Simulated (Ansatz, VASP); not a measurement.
This is a calculation of Se for Ansatz 0.2.0.

input.yaml

```yaml
crystal:
  lattice:
    - [4.3662, 0.0, 0.0]
    - [-2.1831, 3.781240118, 0.0]
    - [0.0, 0.0, 4.9536]
  atoms:
    - { symbol: Se, position: [0.7746, 0.7746, 0.0] }
    - { symbol: Se, position: [0.0, 0.2254, 0.6666666667] }
    - { symbol: Se, position: [0.2254, 0.0, 0.3333333333] }
hamiltonian:
  xc: pbe
  pseudopotentials: { kind: paw }
kpoints:
  mp_grid: { grid: [7, 7, 6] }
scf:
  occupations: { method: gaussian, width: 0.019 }
output:
  forces: true
  stress: true
  eigenvalues: true
```

Potentials or basis: Ansatz PAW.

Launch:

```bash
$ ansatz run input.yaml --threads 2 --pin off --max-ram 5632MiB --backend cpu --events-out ev --progress --plain --runs-dir out
```

Q: Translate it to VASP 6.6.1. Potentials there: VASP PAW PBE potentials, release 64 (Se).

A: As run (the cutoff follows the program's own potentials):

Contents of INCAR:

```
SYSTEM = Se
PREC     = Accurate       ! precision mode
ENCUT    = 520            ! plane-wave cutoff, eV
EDIFF    = 1E-6           ! SCF threshold, eV
ISMEAR   = 0              ! smearing method
SIGMA    = 0.019000000000000003 ! smearing width, eV
LREAL    = .False.        ! projectors in reciprocal space
LASPH    = .True.         ! aspherical terms in the spheres
NELM     = 60             ! most SCF steps
ALGO     = Normal         ! electronic algorithm
ISIF     = 2              ! what is computed and relaxed
LWAVE    = .False.        ! write WAVECAR
LCHARG   = .True.         ! write CHGCAR
GGA      = PE             ! functional
LELF     = .True.         ! ELF
LVHAR    = .True.       
NBANDS   = 16             ! bands
```

KPOINTS

```
Automatic mesh
0
Gamma
  7 7 6
  0 0 0
```

POSCAR

```
Se
1.0
    4.3662000000      0.0000000000      0.0000000000
   -2.1831000000      3.7812401180      0.0000000000
    0.0000000000      0.0000000000      4.9536000000
Se
3
Direct
    0.7746000000      0.7746000000      0.0000000000
    0.0000000000      0.2254000000      0.6666666667
    0.2254000000      0.0000000000      0.3333333333
```

Potentials or basis: VASP PAW PBE potentials, release 64 (Se).

The run is started by

```bash
$ cat potpaw_PBE.64/Se/POTCAR > POTCAR
$ mpirun -np 1 vasp_std > vasp.out
```

Both were run:

|  | VASP | Ansatz | Ansatz less VASP |
| --- | --- | --- | --- |
| gap on the k mesh at the Fermi level (eV) | 1.21 | 1.21 | 0.000 |
| least direct gap on the mesh (eV) | 1.47 | 1.48 | +0.012 |
| pressure (GPa) | 2.9 | 2.8 | -0.13 |
| traceless stress, the component that is largest in VASP (GPa) | 1.22 | 1.18 | -0.047 |
| rms of the force components (eV/Å) | 0.251 | 0.232 | -0.0189 |

Atom by atom the forces differ by 0.019 eV/Å (rms over components). VASP's potentials hold 18 valence electrons a cell and Ansatz's 48, so a difference there can come from the potentials and not from the codes.

Noted on Ansatz's run: odd divisions of the mesh miss points on the zone boundary, where band edges often lie, so the gap on the mesh can be too wide.
